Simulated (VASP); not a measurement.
# ZnS (qlda) (F-43m) in VASP: further runs

Runs on ZnS (qlda). Level: LDA. Tasks: single point, relaxation of cell and atoms.

Everything below comes from runs of VASP 6.6.1. Logs are shortened: lines on timing, memory, paths and dates and some standing lists are left out, and cuts for length are marked.

## Step 1: The cell of the first run

The structure is cubic, space group F-43m (No. 216). Conventional cell: a = 5.387 Å, b = 5.387 Å, c = 5.387 Å, α = 90.00°, β = 90.00°, γ = 90.00°. Within 3.1 Å of Zn (site symmetry -43m) lie 4 S at 2.33 Å. S (site symmetry -43m) has 4 Zn at 2.33 Å within 3.1 Å.

## Step 2: Single point, LDA

File INCAR:

```
ALGO = Normal ; EDIFF = 1E-6
ENCUT = 520 ; ISIF = 2
ISMEAR = 0 ; LASPH = T
LCHARG = F ; LREAL = F
LWAVE = F ; NBANDS = 16
NELM = 60 ; PREC = Accurate
SIGMA = 0.1
```

File KPOINTS:

```
k-points
0
Gamma
  6 6 6
```

File POSCAR:

```
ZnS
1.0
    0.0000000000      2.6936828800      2.6936828800
    2.6936828800      0.0000000000      2.6936828800
    2.6936828800      2.6936828800      0.0000000000
Zn S
1 1
Direct
    0.0000000000      0.0000000000      0.0000000000
    0.7500000000      0.7500000000      0.7500000000
```

Potentials or basis: VASP PAW LDA potentials, release 64 (Zn, S).

On the command line:

```
> cat potpaw_LDA.64/Zn/POTCAR potpaw_LDA.64/S/POTCAR > POTCAR
> mpirun -np 1 vasp_std > vasp.out
```

OUTCAR:

```text
EDIFF = 1E-6
   ENCUT = 520
   ISIF = 2
   ISMEAR = 0
   LASPH = T
   LREAL = F
   NELM = 60
   PREC = Accurate

 ion  position               nearest neighbor table
   1  0.000  0.000  0.000-   2 2.33   2 2.33   2 2.33   2 2.33
   2  0.750  0.750  0.750-   1 2.33   1 2.33   1 2.33   1 2.33

  LATTYP: Found a face centered cubic cell.
 ALAT       =     5.3873657600

  Lattice vectors:

 A1 = (   0.0000000000,   2.6936828800,   2.6936828800)
 A2 = (   2.6936828800,   0.0000000000,   2.6936828800)
 A3 = (   2.6936828800,   2.6936828800,   0.0000000000)

Analysis of symmetry for initial positions (statically):
=====================================================================
 Subroutine PRICEL returns:
 Original cell was already a primitive cell.

 Routine SETGRP: Setting up the symmetry group for a
 face centered cubic supercell.

 Subroutine GETGRP returns: Found 24 space group operations
 (whereof 24 operations were pure point group operations)
 out of a pool of 48 trial point group operations.

The static configuration has the point symmetry T_d .

Analysis of symmetry for dynamics (positions and initial velocities):
=====================================================================
 Subroutine PRICEL returns:
 Original cell was already a primitive cell.

 Routine SETGRP: Setting up the symmetry group for a
 face centered cubic supercell.

 Subroutine GETGRP returns: Found 24 space group operations
 (whereof 24 operations were pure point group operations)
 out of a pool of 48 trial point group operations.

The dynamic configuration has the point symmetry T_d .

 Subroutine INISYM returns: Found 24 space group operations
 (whereof 24 operations are pure point group operations),
 and found     1 'primitive' translations

----------------------------------------------------------------------------------------

                                     Primitive cell

  volume of cell :      39.0903

  direct lattice vectors                    reciprocal lattice vectors
     0.000000000  2.693682880  2.693682880    -0.185619474  0.185619474  0.185619474
     2.693682880  0.000000000  2.693682880     0.185619474 -0.185619474  0.185619474
     2.693682880  2.693682880  0.000000000     0.185619474  0.185619474 -0.185619474

  length of vectors
     3.809442862  3.809442862  3.809442862     0.321502360  0.321502360  0.321502360

  position of ions in fractional coordinates (direct lattice)
     0.000000000  0.000000000  0.000000000
     0.750000000  0.750000000  0.750000000

  ion indices of the primitive-cell ions
   primitive index   ion index
                 1           1
                 2           2

----------------------------------------------------------------------------------------

 KPOINTS: k-points

Automatic generation of k-mesh.
 Grid dimensions read from file:
 generate k-points for:    6    6    6

 Generating k-lattice:

  Cartesian coordinates                     Fractional coordinates (reciprocal lattice)
    -0.030936579  0.030936579  0.030936579     0.166666667  0.000000000  0.000000000
     0.030936579 -0.030936579  0.030936579     0.000000000  0.166666667  0.000000000
     0.030936579  0.030936579 -0.030936579     0.000000000  0.000000000  0.166666667

  Length of vectors
     0.053583727  0.053583727  0.053583727

  Shift w.r.t. Gamma in fractional coordinates (k-lattice)
     0.000000000  0.000000000  0.000000000

 Subroutine IBZKPT returns following result:
 ===========================================

 Found     16 irreducible k-points:

 Following reciprocal coordinates:
            Coordinates               Weight
  0.000000  0.000000  0.000000      1.000000
  0.166667  0.000000  0.000000      8.000000
  0.333333  0.000000  0.000000      8.000000
  0.500000  0.000000  0.000000      4.000000
  0.166667  0.166667  0.000000      6.000000
  0.333333  0.166667  0.000000     24.000000
[... 8 lines left out ...]
 -0.333333  0.333333  0.166667     24.000000
 -0.333333  0.500000  0.166667     12.000000
   k-points           NKPTS =     16   k-points in BZ     NKDIM =     16   number of bands    NBANDS=     16
   number of dos      NEDOS =    301   number of ions     NIONS =      2
   total plane-waves  NPLWV =  21952
   dimension x,y,z NGX =    28 NGY =   28 NGZ =   28
   dimension x,y,z NGXF=    56 NGYF=   56 NGZF=   56
   ions per type =               1   1
   NGX,Y,Z   is equivalent  to a cutoff of  12.22, 12.22, 12.22 a.u.
   NGXF,Y,Z  is equivalent  to a cutoff of  24.44, 24.44, 24.44 a.u.
 SYSTEM =  unknown system
   PREC   = accura    normal or accurate (medium, high low for compatibility)
   ISTART =      0    job   : 0-new  1-cont  2-samecut
   ICHARG =      2    charge: 1-file 2-atom 10-const
   ISPIN  =      1    spin polarized calculation?
   LNONCOLLINEAR =      F non collinear calculations
   LSORBIT =      F    spin-orbit coupling
   LASPH  =      T    aspherical Exc in radial PAW
   ENCUT  =  520.0 eV  38.22 Ry    6.18 a.u.   7.08  7.08  7.08*2*pi/ulx,y,z
   NELM   =     60;   NELMIN=  2; NELMDL= -5     # of ELM steps
   EDIFF  = 0.1E-05   stopping-criterion for ELM
   LREAL  =      F    real-space projection
   EDIFFG = 0.1E-04   stopping-criterion for IOM
   NSW    =      0    number of steps for IOM
   IBRION =     -1    ionic relax: 0-MD 1-quasi-New 2-CG
   NFREE  =      0    steps in history (QN), initial steepest desc. (CG)
   ISIF   =      2    stress and relaxation
   ISYM   =      2    0-nonsym 1-usesym 2-fastsym
   POTIM  = 0.5000    time-step for ionic-motion
   TEBEG  =    0.0;   TEEND  =   0.0 temperature during run
   PSTRESS=    0.0 pullay stress
   NELECT =      18.0000    total number of electrons
   NUPDOWN=      -1.0000    fix difference up-down
   EMIN   =  10.00;   EMAX   =-10.00  energy-range for DOS
   EFERMI =   0.00;   METHOD = LEGACY
   ISMEAR =     0;   SIGMA  =   0.10  broadening in eV -4-tet -1-fermi 0-gaus
   EFERMI_NEDOS =   21; number of points for ismear=-14 and -15
   IALGO  =     38    algorithm
   IMIX   =      4    mixing-type and parameters
     AMIX     =   0.40;   BMIX     =  1.00
     AMIX_MAG =   1.60;   BMIX_MAG =  1.00
  volume/ion in A,a.u.               =      19.55       131.90
  Fermi-wavevector in a.u.,A,eV,Ry     =   1.264181  2.388955 21.744194  1.598153
  Thomas-Fermi vector in A             =   2.397499
   LORBIT       =      0    0 simple, 1 ext, 2 COOP (PROOUT), +10 PAW based schemes
   GGA     = CA    functional components
   LHFCALC =     F    Hartree Fock is set to
   AEXX    =    0.0000 exact exchange contribution
   IVDW    =     0    specifies the selected vdW correction
   LEPSILON=     F    determine dielectric tensor
   LRPA    =     F    only Hartree local field effects (RPA)
 non-spin polarized calculation
 Gauss-broadening in eV      SIGMA  =   0.10
  energy-cutoff  :      520.00
  volume of cell :       39.09
 maximum number of plane-waves:      1067
   NGX = 15   NGY = 15   NGZ = 15

 number of electron      18.0000006 magnetization

 Free energy of the ion-electron system (eV)
  ---------------------------------------------------
  ext. energy  EPLUGINS =         0.00000000
  ---------------------------------------------------
  free energy    TOTEN  =        -8.18236156 eV

  energy without entropy =       -8.18236156  energy(sigma->0) =       -8.18236156

 E-fermi :   2.5092     XC(G=0): -10.0807

 val. band max:        2.0157606733   @ k =   0.0000   0.0000   0.0000
 cond. band min:       3.9442233298   @ k =   0.0000   0.0000   0.0000
 fundamental gap:      1.9284626565
 Fermi energy:         2.5091703897

 k-point     1 :       0.0000    0.0000    0.0000
  band No.  band energies     occupation
      1     -11.1578      2.00000
      2      -4.5207      2.00000
      3      -4.5207      2.00000
      4      -4.5207      2.00000
      5      -4.0290      2.00000
      6      -4.0290      2.00000
[... 8 lines left out ...]
     15      13.7792      0.00000
     16      13.7792      0.00000

 k-point     2 :       0.1667    0.0000    0.0000
  band No.  band energies     occupation
      1     -10.9473      2.00000
      2      -4.5141      2.00000
      3      -4.4853      2.00000
      4      -4.4853      2.00000
      5      -4.0311      2.00000
      6      -4.0311      2.00000
[... 8 lines left out ...]
     15      12.9270      0.00000
     16      14.4334      0.00000

 k-point     3 :       0.3333    0.0000    0.0000
  band No.  band energies     occupation
      1     -10.4675      2.00000
      2      -4.4270      2.00000
      3      -4.4270      2.00000
      4      -4.3551      2.00000
      5      -4.0173      2.00000
      6      -4.0173      2.00000
[... 8 lines left out ...]
     15      13.5362      0.00000
     16      13.5976      0.00000

 k-point     4 :       0.5000    0.0000    0.0000
  band No.  band energies     occupation
      1     -10.1879      2.00000
      2      -4.4067      2.00000
      3      -4.4067      2.00000
      4      -3.9985      2.00000
      5      -3.9985      2.00000
      6      -3.8175      2.00000
[... 8 lines left out ...]
     15      15.4258      0.00000
     16      15.4258      0.00000
[... 172 lines left out ...]
 k-point    14 :       0.5000    0.3333    0.1667
  band No.  band energies     occupation
      1     -10.1341      2.00000
      2      -4.4277      2.00000
      3      -4.3440      2.00000
      4      -4.2252      2.00000
      5      -4.0057      2.00000
      6      -3.9487      2.00000
[... 8 lines left out ...]
     15      15.8867      0.00000
     16      16.5526      0.00000

 k-point    15 :      -0.3333    0.3333    0.1667
  band No.  band energies     occupation
      1      -9.9439      2.00000
      2      -4.3889      2.00000
      3      -4.3020      2.00000
      4      -4.0832      2.00000
      5      -4.0375      2.00000
      6      -3.6983      2.00000
[... 8 lines left out ...]
     15      15.6368      0.00000
     16      16.4259      0.00000

 k-point    16 :      -0.3333    0.5000    0.1667
  band No.  band energies     occupation
      1      -9.8570      2.00000
      2      -4.4300      2.00000
      3      -4.2314      2.00000
      4      -4.1415      2.00000
      5      -4.0054      2.00000
      6      -3.6562      2.00000
[... 8 lines left out ...]
     15      15.9364      0.00000
     16      16.7362      0.00000

------------------------ aborting loop because EDIFF is reached ----------------------------------------

  FORCE on cell =-STRESS in cart. coord.  units (eV):
  Direction    XX          YY          ZZ          XY          YZ          ZX
  --------------------------------------------------------------------------------------
  -------------------------------------------------------------------------------------
  Total       -0.9025282     -0.9025282     -0.9025282      0.0000000      0.0000000      0.0000000
  in kB      -36.9915014    -36.9915014    -36.9915014      0.0000000      0.0000000      0.0000000
  external PRESSURE =     -36.9915014 kB  Pullay stress =       0.0000000 kB

 VOLUME and BASIS-vectors are now :
 -----------------------------------------------------------------------------
  energy-cutoff  :      520.00
  volume of cell :       39.09
      direct lattice vectors                 reciprocal lattice vectors
     0.000000000  2.693682880  2.693682880    -0.185619474  0.185619474  0.185619474
     2.693682880  0.000000000  2.693682880     0.185619474 -0.185619474  0.185619474
     2.693682880  2.693682880  0.000000000     0.185619474  0.185619474 -0.185619474

 POSITION                                       TOTAL-FORCE (eV/Angst)
 -----------------------------------------------------------------------------------
      0.00000      0.00000      0.00000         0.000000      0.000000      0.000000
      4.04052      4.04052      4.04052        -0.000000     -0.000000     -0.000000
 -----------------------------------------------------------------------------------
    total drift:                               -0.000001     -0.000001     -0.000000

  FREE ENERGIE OF THE ION-ELECTRON SYSTEM (eV)
  ---------------------------------------------------
  free  energy   TOTEN  =        -8.1823615641 eV

  energy  without entropy=       -8.1823615641  energy(sigma->0) =       -8.18236156
```

It took 3.7 s on 1 thread of Intel Xeon 6975P-C (Granite Rapids), shared host; peak memory 0.14 GiB.

What came out:

```yaml
Free_energy: -8.1824 eV
Pressure: -3.7 GPa
Band_gap_on_the_k_mesh: 1.93 eV, direct
```

## Step 3: Single point, LDA

This run uses another cell than the first one, of 18.58 Å³/atom, 0.950 times its volume.

File INCAR:

```
SYSTEM = ZnS
  PREC = Accurate
  ENCUT = 520
  EDIFF = 1E-7
  ISMEAR = 0
  SIGMA = 0.02
  LREAL = .False.
  LASPH = .True.
  NELM = 60
  ALGO = Normal
  ISIF = 2
  LWAVE = .False.
  LCHARG = .False.
  GGA = CA
  NBANDS = 16
```

File KPOINTS:

```
Automatic mesh
0
Gamma
  8 8 8
  0 0 0
```

File POSCAR:

```
ZnS
1.0
    0.0000000000      2.6484058331      2.6484058331
    2.6484058331      0.0000000000      2.6484058331
    2.6484058331      2.6484058331      0.0000000000
Zn S
1 1
Direct
    0.0000000000      0.0000000000      0.0000000000
    0.7500000000      0.7500000000      0.7500000000
```

Potentials or basis: VASP PAW LDA potentials, release 64 (Zn, S).

On the command line:

```
> cat potpaw_LDA.64/Zn/POTCAR potpaw_LDA.64/S/POTCAR > POTCAR
> mpirun -np 1 vasp_std > vasp.out
```

OUTCAR:

```text
SYSTEM = ZnS
   PREC = Accurate
   ENCUT = 520
   EDIFF = 1E-7
   ISMEAR = 0
   LREAL = .False.
   LASPH = .True.
   NELM = 60
   ISIF = 2
   GGA = CA

 ion  position               nearest neighbor table
   1  0.000  0.000  0.000-   2 2.29   2 2.29   2 2.29   2 2.29
   2  0.750  0.750  0.750-   1 2.29   1 2.29   1 2.29   1 2.29

  LATTYP: Found a face centered cubic cell.
 ALAT       =     5.2968116662

  Lattice vectors:

 A1 = (   0.0000000000,   2.6484058331,   2.6484058331)
 A2 = (   2.6484058331,   0.0000000000,   2.6484058331)
 A3 = (   2.6484058331,   2.6484058331,   0.0000000000)

Analysis of symmetry for initial positions (statically):
=====================================================================
 Subroutine PRICEL returns:
 Original cell was already a primitive cell.

 Routine SETGRP: Setting up the symmetry group for a
 face centered cubic supercell.

 Subroutine GETGRP returns: Found 24 space group operations
 (whereof 24 operations were pure point group operations)
 out of a pool of 48 trial point group operations.

The static configuration has the point symmetry T_d .

Analysis of symmetry for dynamics (positions and initial velocities):
[... 162 lines left out ...]
 cond. band min:       4.6736373262   @ k =   0.0000   0.0000   0.0000
 fundamental gap:      2.1600648073
 Fermi energy:         2.6256033015

 k-point     1 :       0.0000    0.0000    0.0000
  band No.  band energies     occupation
      1     -11.0339      2.00000
      2      -4.2432      2.00000
      3      -4.2432      2.00000
      4      -4.2432      2.00000
      5      -3.6901      2.00000
      6      -3.6901      2.00000
[... 433 lines left out ...]
      3      -4.0414      2.00000
      4      -3.7638      2.00000
      5      -3.6767      2.00000
      6      -3.3780      2.00000
[... 8 lines left out ...]
     15      16.0521      0.00000
     16      16.9748      0.00000

 [... further k-points ...]

------------------------ aborting loop because EDIFF is reached ----------------------------------------

  FORCE on cell =-STRESS in cart. coord.  units (eV):
  Direction    XX          YY          ZZ          XY          YZ          ZX
  --------------------------------------------------------------------------------------
  -------------------------------------------------------------------------------------
  Total        0.0602059      0.0602059      0.0602059     -0.0000000      0.0000000      0.0000000
  in kB        2.5963659      2.5963659      2.5963659     -0.0000000      0.0000000      0.0000000
  external PRESSURE =       2.5963659 kB  Pullay stress =       0.0000000 kB

 VOLUME and BASIS-vectors are now :
 -----------------------------------------------------------------------------
  energy-cutoff  :      520.00
  volume of cell :       37.15
      direct lattice vectors                 reciprocal lattice vectors
     0.000000000  2.648405833  2.648405833    -0.188792818  0.188792818  0.188792818
     2.648405833  0.000000000  2.648405833     0.188792818 -0.188792818  0.188792818
     2.648405833  2.648405833  0.000000000     0.188792818  0.188792818 -0.188792818

 POSITION                                       TOTAL-FORCE (eV/Angst)
 -----------------------------------------------------------------------------------
      0.00000      0.00000      0.00000        -0.000000     -0.000000     -0.000000
      3.97261      3.97261      3.97261         0.000000      0.000000      0.000000
 -----------------------------------------------------------------------------------
    total drift:                               -0.000001     -0.000001     -0.000001

  FREE ENERGIE OF THE ION-ELECTRON SYSTEM (eV)
  ---------------------------------------------------
  free  energy   TOTEN  =        -8.2075207296 eV

  energy  without entropy=       -8.2075207296  energy(sigma->0) =       -8.20752073
```

stdout:

```text
POSCAR found type information on POSCAR ZnS
 POSCAR found :  2 types and       2 ions
 scaLAPACK will be used
 LDA part: xc-table for (Slater(with rela. corr.)+CA(PZ))
 , standard interpolation
 POSCAR, INCAR and KPOINTS ok, starting setup
 FFT: planning ... GRIDC
 FFT: planning ... GRID_SOFT
 FFT: planning ... GRID
 WAVECAR not read
 entering main loop
```

It took 6.4 s on 1 thread of Intel Xeon 6975P-C (Granite Rapids), shared host; peak memory 0.14 GiB.

What came out:

```yaml
Free_energy: -8.2075 eV
Pressure: 0.3 GPa
Band_gap_on_the_k_mesh: 2.16 eV, direct
```

Expect the measured gap to be larger: semilocal functionals such as LDA lack the derivative discontinuity.

(Continued in part 2 of 2.)
